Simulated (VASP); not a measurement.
# InSe2 (P4/nmm) in VASP: a series of runs, part 2 of 3

VASP 6.6.1.

## Step 3: Single point, PBEsol (strain -0.040 along x and y, +0.000 along z)

INCAR

```
PREC = Accurate
ENCUT = 520
EDIFF = 1E-6
ISMEAR = 0
SIGMA = 0.15
LREAL = F
LASPH = T
NELM = 100
ALGO = Normal
ISIF = 2
LWAVE = F
LCHARG = F
GGA = PS
NBANDS = 34
```

KPOINTS

```
regular mesh
0
Gamma
  12 12 6
```

POSCAR

```
InSe2
1.0
    3.6794737414      0.0000000000      0.0000000000
    0.0000000000      3.6794737414      0.0000000000
    0.0000000000      0.0000000000      9.3405131992
In Se
2 4
Direct
    0.0000000000      0.5000000000      0.7051148767
    0.5000000000      0.0000000000      0.2948851233
    0.0000000000      0.5000000000      0.3669879178
    0.5000000000      0.0000000000      0.6330120822
    0.0000000000      0.0000000000      0.0000000000
    0.5000000000      0.5000000000      0.0000000000
```

Potentials or basis: VASP PAW PBE potentials, release 64 (In_d, Se).

Command:

```sh
cat potpaw_PBE.64/In_d/POTCAR potpaw_PBE.64/Se/POTCAR > POTCAR
mpirun -np 1 vasp_std > vasp.out
```

OUTCAR:

```text
PREC = Accurate
   ENCUT = 520
   EDIFF = 1E-6
   ISMEAR = 0
   LREAL = F
   LASPH = T
   NELM = 100
   ISIF = 2
   GGA = PS

 ion  position               nearest neighbor table
   1  0.000  0.500  0.705-   4 2.69   4 2.69   4 2.69   4 2.69   3 3.16   5 3.31   6 3.31   6 3.31
                             5 3.31
   2  0.500  0.000  0.295-   3 2.69   3 2.69   3 2.69   3 2.69   4 3.16   6 3.31   6 3.31   5 3.31
                             5 3.31
   3  0.000  0.500  0.367-   2 2.69   2 2.69   2 2.69   2 2.69   1 3.16
   4  0.500  0.000  0.633-   1 2.69   1 2.69   1 2.69   1 2.69   2 3.16
   5  0.000  0.000  0.000-   6 2.60   6 2.60   6 2.60   6 2.60   2 3.31   2 3.31   1 3.31   1 3.31

   6  0.500  0.500  0.000-   5 2.60   5 2.60   5 2.60   5 2.60   2 3.31   1 3.31   1 3.31   2 3.31

  LATTYP: Found a simple tetragonal cell.
 ALAT       =     3.6794737414
 C/A-ratio  =     2.5385459595

  Lattice vectors:

 A1 = (   3.6794737414,   0.0000000000,   0.0000000000)
 A2 = (   0.0000000000,   3.6794737414,   0.0000000000)
 A3 = (   0.0000000000,   0.0000000000,   9.3405131992)

Analysis of symmetry for initial positions (statically):
=====================================================================
 Subroutine PRICEL returns:
 Original cell was already a primitive cell.

 Routine SETGRP: Setting up the symmetry group for a
 simple tetragonal supercell.

 Subroutine GETGRP returns: Found 16 space group operations
 (whereof  8 operations were pure point group operations)
 out of a pool of 16 trial point group operations.

The static configuration has the point symmetry D_2d.
 The point group associated with its full space group is D_4h.

Analysis of symmetry for dynamics (positions and initial velocities):
=====================================================================
 Subroutine PRICEL returns:
 Original cell was already a primitive cell.

 Routine SETGRP: Setting up the symmetry group for a
 simple tetragonal supercell.

 Subroutine GETGRP returns: Found 16 space group operations
 (whereof  8 operations were pure point group operations)
 out of a pool of 16 trial point group operations.

The dynamic configuration has the point symmetry D_2d.
 The point group associated with its full space group is D_4h.

 Subroutine INISYM returns: Found 16 space group operations
 (whereof  8 operations are pure point group operations),
 and found     1 'primitive' translations

----------------------------------------------------------------------------------------

                                     Primitive cell

  volume of cell :     126.4568

  direct lattice vectors                    reciprocal lattice vectors
     3.679473741  0.000000000  0.000000000     0.271777996  0.000000000  0.000000000
     0.000000000  3.679473741  0.000000000     0.000000000  0.271777996  0.000000000
     0.000000000  0.000000000  9.340513199     0.000000000  0.000000000  0.107060499

  length of vectors
     3.679473741  3.679473741  9.340513199     0.271777996  0.271777996  0.107060499

  position of ions in fractional coordinates (direct lattice)
     0.000000000  0.500000000  0.705114877
     0.500000000  0.000000000  0.294885123
     0.000000000  0.500000000  0.366987918
     0.500000000  0.000000000  0.633012082
     0.000000000  0.000000000  0.000000000
     0.500000000  0.500000000  0.000000000

  ion indices of the primitive-cell ions
   primitive index   ion index
[... 32 lines left out ...]

 Following reciprocal coordinates:
            Coordinates               Weight
  0.000000  0.000000  0.000000      1.000000
  0.083333  0.000000  0.000000      4.000000
  0.166667  0.000000  0.000000      4.000000
  0.250000  0.000000  0.000000      4.000000
  0.333333  0.000000  0.000000      4.000000
  0.416667  0.000000  0.000000      4.000000
[... 16 lines left out ...]
  0.333333  0.333333  0.000000      4.000000
  0.416667  0.333333  0.000000      8.000000
 [... further k-points ...]
   k-points           NKPTS =    112   k-points in BZ     NKDIM =    112   number of bands    NBANDS=     34
   number of dos      NEDOS =    301   number of ions     NIONS =      6
   total plane-waves  NPLWV =  54880
   dimension x,y,z NGX =    28 NGY =   28 NGZ =   70
   dimension x,y,z NGXF=    56 NGYF=   56 NGZF=  140
   ions per type =               2   4
   NGX,Y,Z   is equivalent  to a cutoff of  12.65, 12.65, 12.46 a.u.
   NGXF,Y,Z  is equivalent  to a cutoff of  25.30, 25.30, 24.92 a.u.
 SYSTEM =  unknown system
   PREC   = accura    normal or accurate (medium, high low for compatibility)
   ISTART =      0    job   : 0-new  1-cont  2-samecut
   ICHARG =      2    charge: 1-file 2-atom 10-const
   ISPIN  =      1    spin polarized calculation?
   LNONCOLLINEAR =      F non collinear calculations
   LSORBIT =      F    spin-orbit coupling
   LASPH  =      T    aspherical Exc in radial PAW
   ENCUT  =  520.0 eV  38.22 Ry    6.18 a.u.   6.84  6.84 17.37*2*pi/ulx,y,z
   NELM   =    100;   NELMIN=  2; NELMDL= -5     # of ELM steps
   EDIFF  = 0.1E-05   stopping-criterion for ELM
   LREAL  =      F    real-space projection
   EDIFFG = 0.1E-04   stopping-criterion for IOM
   NSW    =      0    number of steps for IOM
   IBRION =     -1    ionic relax: 0-MD 1-quasi-New 2-CG
   NFREE  =      0    steps in history (QN), initial steepest desc. (CG)
   ISIF   =      2    stress and relaxation
   ISYM   =      2    0-nonsym 1-usesym 2-fastsym
   POTIM  = 0.5000    time-step for ionic-motion
   TEBEG  =    0.0;   TEEND  =   0.0 temperature during run
   PSTRESS=    0.0 pullay stress
   NELECT =      50.0000    total number of electrons
   NUPDOWN=      -1.0000    fix difference up-down
   EMIN   =  10.00;   EMAX   =-10.00  energy-range for DOS
   EFERMI =   0.00;   METHOD = LEGACY
   ISMEAR =     0;   SIGMA  =   0.15  broadening in eV -4-tet -1-fermi 0-gaus
   EFERMI_NEDOS =   21; number of points for ismear=-14 and -15
   IALGO  =     38    algorithm
   IMIX   =      4    mixing-type and parameters
     AMIX     =   0.40;   BMIX     =  1.00
     AMIX_MAG =   1.60;   BMIX_MAG =  1.00
  volume/ion in A,a.u.               =      21.08       142.23
  Fermi-wavevector in a.u.,A,eV,Ry     =   1.201575  2.270647 19.643844  1.443782
  Thomas-Fermi vector in A             =   2.337380
   LORBIT       =      0    0 simple, 1 ext, 2 COOP (PROOUT), +10 PAW based schemes
   GGA     = PS    functional components
   LHFCALC =     F    Hartree Fock is set to
   AEXX    =    0.0000 exact exchange contribution
   IVDW    =     0    specifies the selected vdW correction
   LEPSILON=     F    determine dielectric tensor
   LRPA    =     F    only Hartree local field effects (RPA)
 non-spin polarized calculation
 Gauss-broadening in eV      SIGMA  =   0.15
  energy-cutoff  :      520.00
  volume of cell :      126.46
 maximum number of plane-waves:      3436
 NGX is ok and might be reduce to    28
   NGX = 13   NGY = 13   NGZ = 35

 number of electron      50.0000007 magnetization

 Free energy of the ion-electron system (eV)
  ---------------------------------------------------
  ext. energy  EPLUGINS =         0.00000000
  ---------------------------------------------------
  free energy    TOTEN  =       -22.41011506 eV

  energy without entropy =      -22.39437832  energy(sigma->0) =      -22.40224669

 E-fermi :   6.6646     XC(G=0): -10.6986

 val. band max:        6.6258382715   @ k =   0.4167   0.2500   0.5000
 cond. band min:       6.6860661679   @ k =   0.0833   0.0833   0.1667
 fundamental gap:      0.0602278964
 Fermi energy:         6.6646016100

 k-point     1 :       0.0000    0.0000    0.0000
  band No.  band energies     occupation
      1      -9.6639      2.00000
      2      -8.4545      2.00000
      3      -8.4246      2.00000
      4      -7.9997      2.00000
      5      -7.9943      2.00000
      6      -7.8933      2.00000
[... 877 lines left out ...]
     33      13.0304      0.00000
     34      13.8944      0.00000

 [... further k-points ...]
[... 5 lines left out ...]
  --------------------------------------------------------------------------------------
  -------------------------------------------------------------------------------------
  Total        9.1924914      9.1924914      1.8232889      0.0000000     -0.0000000      0.0000000
  in kB      116.4666706    116.4666706     23.1006353      0.0000000     -0.0000000      0.0000000
  external PRESSURE =      85.3446588 kB  Pullay stress =       0.0000000 kB

 VOLUME and BASIS-vectors are now :
 -----------------------------------------------------------------------------
  energy-cutoff  :      520.00
  volume of cell :      126.46
      direct lattice vectors                 reciprocal lattice vectors
     3.679473741  0.000000000  0.000000000     0.271777996  0.000000000  0.000000000
     0.000000000  3.679473741  0.000000000     0.000000000  0.271777996  0.000000000
     0.000000000  0.000000000  9.340513199     0.000000000  0.000000000  0.107060499

 POSITION                                       TOTAL-FORCE (eV/Angst)
 -----------------------------------------------------------------------------------
      0.00000      1.83974      6.58613         0.000000      0.000000      0.415676
      1.83974      0.00000      2.75438        -0.000000      0.000000     -0.415676
      0.00000      1.83974      3.42786         0.000000      0.000000      0.137483
      1.83974      0.00000      5.91266         0.000000      0.000000     -0.137483
      0.00000      0.00000      0.00000         0.000000     -0.000000     -0.000000
      1.83974      1.83974      0.00000         0.000000      0.000000     -0.000000
 -----------------------------------------------------------------------------------
    total drift:                                0.000000      0.000000      0.000000

  FREE ENERGIE OF THE ION-ELECTRON SYSTEM (eV)
  ---------------------------------------------------
  free  energy   TOTEN  =       -22.4101150606 eV

  energy  without entropy=      -22.3943783238  energy(sigma->0) =      -22.40224669
```

OSZICAR:

```text
N       E                     dE             d eps       ncg     rms          rms(c)
DAV:   1     0.462139520020E+03    0.46214E+03   -0.22354E+04  7624   0.167E+03
DAV:   2     0.395449527699E+02   -0.42259E+03   -0.40358E+03  7776   0.415E+02
DAV:   3    -0.196969542488E+02   -0.59242E+02   -0.56467E+02  9622   0.154E+02
DAV:   4    -0.228247790785E+02   -0.31278E+01   -0.30835E+01  9370   0.334E+01
DAV:   5    -0.229290283323E+02   -0.10425E+00   -0.10405E+00 10550   0.649E+00    0.963E+00
DAV:   6    -0.224555755105E+02    0.47345E+00   -0.67199E-01 10742   0.146E+01    0.568E+00
DAV:   7    -0.224175668994E+02    0.38009E-01   -0.49427E-01 11378   0.731E+00    0.109E+00
DAV:   8    -0.224098881448E+02    0.76788E-02   -0.91676E-02 11692   0.359E+00    0.620E-01
DAV:   9    -0.224101763193E+02   -0.28817E-03   -0.10075E-02  8700   0.460E-01    0.235E-01
DAV:  10    -0.224101071492E+02    0.69170E-04   -0.53787E-04 11502   0.348E-01    0.125E-01
DAV:  11    -0.224101191303E+02   -0.11981E-04   -0.14275E-04 11374   0.113E-01    0.357E-02
DAV:  12    -0.224101150640E+02    0.40663E-05   -0.13268E-05 11016   0.274E-02    0.131E-02
DAV:  13    -0.224101150606E+02    0.34179E-08   -0.24485E-06  6998   0.812E-03
   1 F= -.22410115E+02 E0= -.22402247E+02  d E =-.157367E-01
```

stdout:

```text
POSCAR found type information on POSCAR InSe
 POSCAR found :  2 types and       6 ions
 scaLAPACK will be used
 -----------------------------------------------------------------------------
|                                                                             |
|                                                                             |
|     You enforced a specific xc type in the INCAR file but a different       |
|     I HOPE YOU KNOW WHAT YOU ARE DOING!                                     |
|                                                                             |
 -----------------------------------------------------------------------------

 LDA part: xc-table for (Slater+PW92), standard interpolation
 POSCAR, INCAR and KPOINTS ok, starting setup
 FFT: planning ... GRIDC
 FFT: planning ... GRID_SOFT
 FFT: planning ... GRID
 WAVECAR not read
 entering main loop
```

Wall time 5.4 min (1 thread of Intel Xeon Platinum 8375C at 2.90GHz (Ice Lake), shared host); peak memory 0.49 GiB.

Results:

```yaml
Free_energy: -22.4101 eV
Pressure: 8.5 GPa
Largest_force: 0.416 eV/Å
Band_gap_on_the_k_mesh: zero (band 25 reaches 7.64 eV, above the bottom of band 26 at 4.92 eV)
```

Forces on the atoms (eV/Å):
```
In   0.000  0.000  0.416
In   0.000  0.000 -0.416
Se   0.000  0.000  0.137
Se   0.000  0.000 -0.137
Se   0.000  0.000  0.000
Se   0.000  0.000  0.000
```

Levels at points of the mesh, in eV from the Fermi level:
```
           k point  band 21  band 22  band 23  band 24  band 25  band 26  band 27  band 28  band 29  band 30
(0.00, 0.00, 0.00)    -2.60    -2.06    -2.06    -1.57     0.41     0.66     2.89     3.69     3.69     4.40
(0.50, 0.00, 0.00)    -2.16    -2.16    -1.28    -1.28    -1.01    -1.01     2.04     2.04     3.18     3.18
(0.50, 0.50, 0.00)    -3.94    -3.94    -1.85    -1.85    -1.25    -1.25     2.33     2.33     3.54     3.54
(0.00, 0.00, 0.50)    -2.88    -1.98    -1.98    -0.77     0.41     0.65     1.90     3.05     3.70     3.70
(0.50, 0.00, 0.50)    -1.59    -1.59    -1.20    -1.20    -1.02    -1.02     1.16     1.16     3.83     3.83
(0.50, 0.50, 0.50)    -3.75    -3.75    -2.12    -2.12    -1.75    -1.75     3.38     3.38     4.70     4.70
```

Caveat: the cell differs from its parent crystal (strain -0.040 along x and y, +0.000 along z); the PAW data sets were made with another functional, which shifts forces and pressure a little; spin-orbit coupling is left out, which moves the levels of the heavy elements.

(Part 2 of 3 ends here.)
